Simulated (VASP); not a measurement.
Set up this calculation in VASP 6.6.1, as the native input.

```
Task                   : single point
Functional             : PBEsol
Potentials or basis    : VASP PAW PBE potentials, release 64 (Hf_pv, N)
Cutoff                 : 520 eV
k mesh                 : 16 × 16 × 12
Occupations            : gaussian, width 0.1 eV
Spin                   : no spin polarisation
Dipole correction      : no
Further INCAR settings : ALGO = Normal; EDIFF = 1e-07; NBANDS = 23
```

The structure of HfN lies in POSCAR:

```
HfN
1.0
    2.2508679147      2.2508679147      0.0000000000
   -2.2508679147      2.2508679147      0.0000000000
    0.0000000000      0.0000000000      4.6367879043
Hf N
2 2
Direct
    0.0000000000      0.0000000000      0.0000000000
    0.5000000000      0.5000000000      0.5000000000
    0.5000000000      0.5000000000      0.0000000000
    0.0000000000      0.0000000000      0.5000000000
```

This cell differs from its parent crystal: strain along c alone, the other axes held: +3.0 %.

The input as run:

INCAR

```
SYSTEM = HfN
ALGO = Normal
EDIFF = 1E-7
ENCUT = 520
GGA = PS
ISIF = 2
ISMEAR = 0
LASPH = .True.
LCHARG = .False.
LREAL = .False.
LWAVE = .False.
NBANDS = 23
NELM = 80
PREC = Accurate
SIGMA = 0.1
```

KPOINTS

```
k-points
0
Gamma
  16 16 12
  0 0 0
```

Potentials or basis: VASP PAW PBE potentials, release 64 (Hf_pv, N).

Launch:

```bash
$ cat potpaw_PBE.64/Hf_pv/POTCAR potpaw_PBE.64/N/POTCAR > POTCAR
$ mpirun -np 1 vasp_std > vasp.out
```

Results of the run:

```yaml
Pressure: -9.5 GPa
Band_gap_on_the_k_mesh: zero (bands 15 and 16 overlap by 6.84 eV)
```

Caveat: the cell differs from its parent crystal (strain along c alone, the other axes held: +3.0 %); the cell stands under tension; the PAW data sets were made with another functional, which shifts forces and pressure a little; spin-orbit coupling is left out, which moves the levels of the heavy elements.

Wall time 6.3 min on 1 thread of Intel Xeon 8259CL, on a shared host, peak memory 0.39 GiB.
